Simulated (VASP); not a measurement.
# InP (P4mm) in VASP: relaxation of cell and atoms with PBE

Aim: the relaxation of cell and atoms of InP with PBE.

Program: VASP 6.6.1. These are calculated values, not measurements. Logs are shortened: lines on timing, memory, paths and dates and some standing lists are left out, and cuts for length are marked.

## Step 1: The cell of the first run

The structure is tetragonal, space group P4mm (No. 99). The conventional cell has a = 5.520 Å, b = 5.520 Å, c = 5.334 Å, α = 90.00°, β = 90.00°, γ = 90.00°. In (site symmetry 2mm) has 4 P at 2.46 to 3.04 Å within 3.2 Å. Within 3.0 Å of In (site symmetry 4mm) lie 5 P at 2.30 to 2.85 Å. Within 3.0 Å of P (site symmetry 4mm) lie 1 In at 2.30 Å. Within 3.2 Å of P (site symmetry 2mm) lie 4 In at 2.46 to 2.88 Å and 2 P at 3.19 Å.

## Step 2: Relaxation of cell and atoms, PBE

The input, INCAR:

```
SYSTEM = InP
PREC = Accurate
ENCUT = 600
EDIFF = 1E-6
ISMEAR = 0
SIGMA = 0.2
LREAL = .False.
LASPH = .True.
NELM = 60
ALGO = Normal
ISIF = 3
LWAVE = .False.
LCHARG = .False.
GGA = PE
IBRION = 2
NSW = 36
EDIFFG = -0.08
```

The input, KPOINTS:

```
regular mesh
0
Gamma
  3 3 3
  0 0 0
```

The input, POSCAR:

```
InP
1.0
    5.5200428200      0.0000000000      0.0000000000
    0.0000000000      5.5200428200      0.0000000000
    0.0000000000      0.0000000000      5.3340609800
In P
3 3
Direct
    0.5000000000      0.0000000000      0.8091580400
    0.0000000000      0.5000000000      0.8091580400
    0.0000000000      0.0000000000      0.1399653500
    0.0000000000      0.0000000000      0.5715074600
    0.5000000000      0.0000000000      0.2698770200
    0.0000000000      0.5000000000      0.2698770200
```

Potentials or basis: VASP PAW PBE potentials, release 64 (In_d, P).

Started as:

```console
cat potpaw_PBE.64/In_d/POTCAR potpaw_PBE.64/P/POTCAR > POTCAR
mpirun -np 1 vasp_std > vasp.out
```

OUTCAR:

```text
SYSTEM = InP
   PREC = Accurate
   ENCUT = 600
   EDIFF = 1E-6
   ISMEAR = 0
   LREAL = .False.
   LASPH = .True.
   NELM = 60
   ISIF = 3
   GGA = PE
   IBRION = 2
   NSW = 36
   EDIFFG = -0.08

 ion  position               nearest neighbor table
   1  0.500  0.000  0.809-   5 2.46   5 2.88   4 3.04   4 3.04   3 3.28   3 3.28   2 3.90   2 3.90
                             2 3.90   2 3.90
   2  0.000  0.500  0.809-   6 2.46   6 2.88   4 3.04   4 3.04   3 3.28   3 3.28   1 3.90   1 3.90
                             1 3.90   1 3.90
   3  0.000  0.000  0.140-   4 2.30   5 2.85   6 2.85   6 2.85   5 2.85   4 3.03   2 3.28   1 3.28
                             1 3.28   2 3.28
   4  0.000  0.000  0.572-   3 2.30   3 3.03   2 3.04   1 3.04   2 3.04   1 3.04
   5  0.500  0.000  0.270-   1 2.46   3 2.85   3 2.85   1 2.88
   6  0.000  0.500  0.270-   2 2.46   3 2.85   3 2.85   2 2.88

  LATTYP: Found a simple tetragonal cell.
 ALAT       =     5.5200428200
 C/A-ratio  =     0.9663078990

  Lattice vectors:

 A1 = (   5.5200428200,   0.0000000000,   0.0000000000)
 A2 = (   0.0000000000,   5.5200428200,   0.0000000000)
 A3 = (   0.0000000000,   0.0000000000,   5.3340609800)

Analysis of symmetry for initial positions (statically):
=====================================================================
 Subroutine PRICEL returns:
 Original cell was already a primitive cell.

 Routine SETGRP: Setting up the symmetry group for a
 simple tetragonal supercell.

 Subroutine GETGRP returns: Found  8 space group operations
 (whereof  8 operations were pure point group operations)
 out of a pool of 16 trial point group operations.

The static configuration has the point symmetry C_4v.

Analysis of symmetry for dynamics (positions and initial velocities):
=====================================================================
 Subroutine PRICEL returns:
 Original cell was already a primitive cell.

 Routine SETGRP: Setting up the symmetry group for a
 simple tetragonal supercell.

 Subroutine GETGRP returns: Found  8 space group operations
 (whereof  8 operations were pure point group operations)
 out of a pool of 16 trial point group operations.

The dynamic configuration has the point symmetry C_4v.

 Subroutine INISYM returns: Found  8 space group operations
 (whereof  8 operations are pure point group operations),
 and found     1 'primitive' translations

----------------------------------------------------------------------------------------

                                     Primitive cell

  volume of cell :     162.5335

  direct lattice vectors                    reciprocal lattice vectors
     5.520042820  0.000000000  0.000000000     0.181158015  0.000000000  0.000000000
     0.000000000  5.520042820  0.000000000     0.000000000  0.181158015  0.000000000
     0.000000000  0.000000000  5.334060980     0.000000000  0.000000000  0.187474422

  length of vectors
     5.520042820  5.520042820  5.334060980     0.181158015  0.181158015  0.187474422

  position of ions in fractional coordinates (direct lattice)
     0.500000000  0.000000000  0.809158040
     0.000000000  0.500000000  0.809158040
     0.000000000  0.000000000  0.139965350
     0.000000000  0.000000000  0.571507460
     0.500000000  0.000000000  0.269877020
     0.000000000  0.500000000  0.269877020

  ion indices of the primitive-cell ions
   primitive index   ion index
                 1           1
                 2           2
                 3           3
                 4           4
                 5           5
                 6           6

----------------------------------------------------------------------------------------

 KPOINTS: regular mesh

Automatic generation of k-mesh.
 Grid dimensions read from file:
 generate k-points for:    3    3    3

 Generating k-lattice:

  Cartesian coordinates                     Fractional coordinates (reciprocal lattice)
     0.060386005  0.000000000  0.000000000     0.333333333  0.000000000  0.000000000
     0.000000000  0.060386005  0.000000000     0.000000000  0.333333333  0.000000000
     0.000000000  0.000000000  0.062491474     0.000000000  0.000000000  0.333333333

  Length of vectors
     0.060386005  0.060386005  0.062491474

  Shift w.r.t. Gamma in fractional coordinates (k-lattice)
     0.000000000  0.000000000  0.000000000

 Subroutine IBZKPT returns following result:
 ===========================================

 Found      6 irreducible k-points:

 Following reciprocal coordinates:
            Coordinates               Weight
  0.000000  0.000000  0.000000      1.000000
  0.333333  0.000000  0.000000      4.000000
  0.333333  0.333333  0.000000      4.000000
  0.000000  0.000000  0.333333      2.000000
  0.333333  0.000000  0.333333      8.000000
  0.333333  0.333333  0.333333      8.000000
   k-points           NKPTS =      6   k-points in BZ     NKDIM =      6   number of bands    NBANDS=     32
   number of dos      NEDOS =    301   number of ions     NIONS =      6
   total plane-waves  NPLWV = 110592
   dimension x,y,z NGX =    48 NGY =   48 NGZ =   48
   dimension x,y,z NGXF=    96 NGYF=   96 NGZF=   96
   ions per type =               3   3
   NGX,Y,Z   is equivalent  to a cutoff of  14.46, 14.46, 14.96 a.u.
   NGXF,Y,Z  is equivalent  to a cutoff of  28.91, 28.91, 29.92 a.u.
 SYSTEM =  InP
   PREC   = accura    normal or accurate (medium, high low for compatibility)
   ISTART =      0    job   : 0-new  1-cont  2-samecut
   ICHARG =      2    charge: 1-file 2-atom 10-const
   ISPIN  =      1    spin polarized calculation?
   LNONCOLLINEAR =      F non collinear calculations
   LSORBIT =      F    spin-orbit coupling
   LASPH  =      T    aspherical Exc in radial PAW
   ENCUT  =  600.0 eV  44.10 Ry    6.64 a.u.  11.02 11.02 10.65*2*pi/ulx,y,z
   NELM   =     60;   NELMIN=  2; NELMDL= -5     # of ELM steps
   EDIFF  = 0.1E-05   stopping-criterion for ELM
   LREAL  =      F    real-space projection
   EDIFFG = -.8E-01   stopping-criterion for IOM
   NSW    =     36    number of steps for IOM
   IBRION =      2    ionic relax: 0-MD 1-quasi-New 2-CG
   NFREE  =      1    steps in history (QN), initial steepest desc. (CG)
   ISIF   =      3    stress and relaxation
   ISYM   =      2    0-nonsym 1-usesym 2-fastsym
   POTIM  = 0.5000    time-step for ionic-motion
   TEBEG  =    0.0;   TEEND  =   0.0 temperature during run
   PSTRESS=    0.0 pullay stress
   NELECT =      54.0000    total number of electrons
   NUPDOWN=      -1.0000    fix difference up-down
   EMIN   =  10.00;   EMAX   =-10.00  energy-range for DOS
   EFERMI =   0.00;   METHOD = LEGACY
   ISMEAR =     0;   SIGMA  =   0.20  broadening in eV -4-tet -1-fermi 0-gaus
   EFERMI_NEDOS =   21; number of points for ismear=-14 and -15
   IALGO  =     38    algorithm
   IMIX   =      4    mixing-type and parameters
     AMIX     =   0.40;   BMIX     =  1.00
     AMIX_MAG =   1.60;   BMIX_MAG =  1.00
  volume/ion in A,a.u.               =      27.09       182.81
  Fermi-wavevector in a.u.,A,eV,Ry     =   1.133857  2.142680 17.492095  1.285633
  Thomas-Fermi vector in A             =   2.270561
   LORBIT       =      0    0 simple, 1 ext, 2 COOP (PROOUT), +10 PAW based schemes
   GGA     = PE    functional components
   LHFCALC =     F    Hartree Fock is set to
   AEXX    =    0.0000 exact exchange contribution
   IVDW    =     0    specifies the selected vdW correction
   LEPSILON=     F    determine dielectric tensor
   LRPA    =     F    only Hartree local field effects (RPA)
 conjugate gradient relaxation of ions
 non-spin polarized calculation
 Gauss-broadening in eV      SIGMA  =   0.20
  energy-cutoff  :      600.00
  volume of cell :      162.53
 maximum number of plane-waves:      5445
 NGX is ok and might be reduce to    48
   NGX = 23   NGY = 23   NGZ = 21

--------------------------------------- Ionic step        1  -------------------------------------------

 number of electron      53.9999986 magnetization

 Free energy of the ion-electron system (eV)
  ---------------------------------------------------
  ext. energy  EPLUGINS =         0.00000000
  ---------------------------------------------------
  free energy    TOTEN  =       -19.61960665 eV

  energy without entropy =      -19.52580766  energy(sigma->0) =      -19.57270715

------------------------ aborting loop because EDIFF is reached ----------------------------------------

  FORCE on cell =-STRESS in cart. coord.  units (eV):
  Direction    XX          YY          ZZ          XY          YZ          ZX
  --------------------------------------------------------------------------------------
  -------------------------------------------------------------------------------------
  Total       -0.5497749     -0.5497749      9.3718816      0.0000000      0.0000000      0.0000000
  in kB       -5.4194172     -5.4194172     92.3835199      0.0000000      0.0000000      0.0000000
  external PRESSURE =      27.1815618 kB  Pullay stress =       0.0000000 kB
[... 65 lines left out ...]
  energy  without entropy=      -20.2286680332  energy(sigma->0) =      -20.27518823

--------------------------------------- Ionic step        3  -------------------------------------------

 number of electron      53.9999985 magnetization

 E-fermi :   4.2439     XC(G=0):  -8.8723

 val. band max:        4.1406228684   @ k =   0.0000   0.0000   0.0000
 cond. band min:       4.2444307024   @ k =   0.3333   0.0000   0.0000
 fundamental gap:      0.1038078340
 Fermi energy:         4.2438544108

 k-point     1 :       0.0000    0.0000    0.0000
  band No.  band energies     occupation
      1     -10.3804      2.00000
      2     -10.3392      2.00000
      3     -10.3363      2.00000
      4     -10.3269      2.00000
      5     -10.2427      2.00000
      6     -10.2427      2.00000
[... 232 lines left out ...]
  FREE ENERGIE OF THE ION-ELECTRON SYSTEM (eV)
  ---------------------------------------------------
  free  energy   TOTEN  =       -20.3267726996 eV

  energy  without entropy=      -20.2354576369  energy(sigma->0) =      -20.28111517

[... ionic steps 4 to 20 ...]

--------------------------------------- Ionic step       21  -------------------------------------------

 number of electron      53.9999995 magnetization

------------------------ aborting loop because EDIFF is reached ----------------------------------------

  FORCE on cell =-STRESS in cart. coord.  units (eV):
  Direction    XX          YY          ZZ          XY          YZ          ZX
  --------------------------------------------------------------------------------------
  -------------------------------------------------------------------------------------
  Total       -0.0359636     -0.0359636     -0.3218273      0.0000000      0.0000000      0.0000000
  in kB       -0.3574472     -0.3574472     -3.1986858      0.0000000      0.0000000      0.0000000
  external PRESSURE =      -1.3045268 kB  Pullay stress =       0.0000000 kB
[... 65 lines left out ...]
  energy  without entropy=      -21.5372684123  energy(sigma->0) =      -21.57411599

--------------------------------------- Ionic step       23  -------------------------------------------

 number of electron      53.9999996 magnetization

 Free energy of the ion-electron system (eV)
  ---------------------------------------------------
  ext. energy  EPLUGINS =         0.00000000
  ---------------------------------------------------
  free energy    TOTEN  =       -21.61148715 eV

  energy without entropy =      -21.53798237  energy(sigma->0) =      -21.57473476

 E-fermi :   4.7465     XC(G=0):  -9.0991

 val. band max:        4.6681566414   @ k =   0.3333   0.3333   0.0000
 cond. band min:       4.7507865540   @ k =   0.0000   0.0000   0.3333
 fundamental gap:      0.0826299126
 Fermi energy:         4.7464573036

 k-point     1 :       0.0000    0.0000    0.0000
  band No.  band energies     occupation
      1      -9.9806      2.00000
      2      -9.8638      2.00000
      3      -9.8393      2.00000
      4      -9.8016      2.00000
      5      -9.7140      2.00000
      6      -9.7068      2.00000
[... 232 lines left out ...]
  FREE ENERGIE OF THE ION-ELECTRON SYSTEM (eV)
  ---------------------------------------------------
  free  energy   TOTEN  =       -21.6114871504 eV

  energy  without entropy=      -21.5379823687  energy(sigma->0) =      -21.57473476

 reached required accuracy - stopping structural energy minimisation
```

Wall time 20 min (1 thread of Intel Xeon Platinum 8175M at 2.50GHz (Skylake/Cascade Lake), shared host); peak memory 0.34 GiB.

What came out:

| Property | Result |
| --- | --- |
| Free energy | -21.6115 eV |
| Relaxed volume | 26.72 Å³/atom |
| Relaxed cell | a = 5.459 Å, b = 5.459 Å, c = 5.379 Å, α = 90.00°, β = 90.00°, γ = 90.00° |
| Space group after relaxing (to 0.05 Å) | P4mm (No. 99) |
| Energy gained by relaxing | 332.0 meV/atom |
| Ionic steps | 23 |
| Pressure after relaxing | 0.2 GPa |
| Largest force after relaxing | 0.073 eV/Å |
| Band gap on the k mesh | zero (band 27 reaches 4.92 eV, above the bottom of band 28 at 3.86 eV) |

Forces in eV/Å, atoms in the order of the input:
```
In   0.000  0.000 -0.036
In   0.000  0.000 -0.036
In   0.000  0.000  0.073
P    0.000  0.000  0.000
P    0.000  0.000 -0.001
P    0.000  0.000 -0.001
```

The path:
```csv
step,energy change (eV),largest force (eV/Å),pressure (GPa),volume (Å³)
1,0.0000,3.9243,2.72,162.53
2,-0.7021,1.2647,-3.67,173.24
3,-0.7072,1.4185,-3.16,171.87
4,-1.1162,1.1494,-1.67,161.02
5,-1.3484,1.1859,2.82,146.24
6,-1.3558,1.1358,1.69,148.84
7,-1.5178,0.8170,0.98,151.06
8,-1.5513,0.6384,0.71,152.44
9,-1.7146,0.5806,-0.54,157.33
10,-1.7904,0.5101,-1.21,162.66
11,-1.7954,0.4673,-1.28,164.17
12,-1.8438,0.6137,0.83,158.53
13,-1.8453,0.5717,0.49,159.32
14,-1.9046,0.3116,0.49,157.99
15,-1.9188,0.4412,0.66,156.92
16,-1.9390,0.2600,-0.41,159.99
17,-1.9397,0.2258,-0.63,160.72
18,-1.9568,0.1820,-0.56,160.85
19,-1.9887,0.1385,-0.17,161.18
20,-1.9888,0.1849,-0.10,161.21
21,-1.9889,0.1640,-0.13,161.20
22,-1.9914,0.1125,0.06,160.69
23,-1.9919,0.0727,0.20,160.32
```

Final structure:
```cif
data_structure
_symmetry_space_group_name_H-M 'P 1'
_symmetry_Int_Tables_number 1
_cell_length_a 5.4594
_cell_length_b 5.4594
_cell_length_c 5.3790
_cell_angle_alpha 90.000
_cell_angle_beta 90.000
_cell_angle_gamma 90.000
_cell_volume 160.32
loop_
_atom_site_label
_atom_site_type_symbol
_atom_site_fract_x
_atom_site_fract_y
_atom_site_fract_z
_atom_site_occupancy
In1 In 0.50000 0.00000 0.73072 1
In2 In 0.00000 0.50000 0.73072 1
In3 In 0.00000 0.00000 0.22396 1
P1 P 0.00000 0.00000 0.72542 1
P2 P 0.50000 0.00000 0.22936 1
P3 P 0.00000 0.50000 0.22936 1
```

Caveat: the k points lie up to 0.39 Å⁻¹ apart in the final cell; spin-orbit coupling is left out, which moves the levels of the heavy elements; the relaxation stopped at a loose force limit of 0.08 eV/Å, so its end isn't a converged minimum.
